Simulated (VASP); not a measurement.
Here is a VASP 6.6.1 calculation.

File INCAR:

```
SYSTEM = AlB2As3
PREC = Accurate
ENCUT = 520
EDIFF = 1E-6
ISMEAR = 0
SIGMA = 0.1
LREAL = .False.
LASPH = .True.
NELM = 80
ALGO = Normal
ISIF = 2
LWAVE = .False.
LCHARG = .True.
GGA = PE
LELF = .True.
LVHAR = .True.
NBANDS = 36
```

File KPOINTS:

```
regular mesh
0
Gamma
  6 6 1
  0 0 0
```

POSCAR

```
AlB2As3
1.0
    3.5975374583      0.0000000000      0.0000000000
   -1.7987687291      3.1155588299      0.0000000000
    0.0000000000      0.0000000000     18.1155773310
Al B As
2 4 6
Direct
    0.3333333333      0.6666666667      0.3346657950
    0.3333333333      0.6666666667      0.8346657950
    1.0000000000      0.0000000000      0.0089571932
    0.0000000000      0.0000000000      0.5089571932
    0.6666666667      0.3333333333      0.1601865415
    0.6666666667      0.3333333333      0.6601865415
    0.3333333333      0.6666666667      0.4719688047
    0.3333333333      0.6666666667      0.9719688047
    0.6666666667      0.3333333333      0.2752521554
    0.6666666667      0.3333333333      0.7752521554
    0.0000000000      0.0000000000      0.1239695103
    0.0000000000      0.0000000000      0.6239695103
```

Potentials or basis: VASP PAW PBE potentials, release 64 (Al, B, As).

Command:

```bash
$ cat potpaw_PBE.64/Al/POTCAR potpaw_PBE.64/B/POTCAR potpaw_PBE.64/As/POTCAR > POTCAR
$ mpirun -np 1 vasp_std > vasp.out
```

Problem. Estimate the pressure.

Solution. 0.4 GPa.

Problem. Estimate the largest force.

Solution. 0.030 eV/Å.

Problem. Predict the band gap on the k mesh.

Solution. 0.34 eV.

Forces on the atoms (eV/Å):
```
Al   0.000  0.000  0.010
Al   0.000  0.000  0.010
B    0.000  0.000 -0.010
B    0.000  0.000 -0.010
B    0.000  0.000 -0.028
B    0.000  0.000 -0.028
As   0.000  0.000 -0.009
As   0.000  0.000 -0.009
As   0.000  0.000  0.030
As   0.000  0.000  0.030
As   0.000  0.000  0.007
As   0.000  0.000  0.007
```

Caveat: semilocal functionals underestimate gaps, and a narrow one can read as zero. A k mesh can miss the band edges.
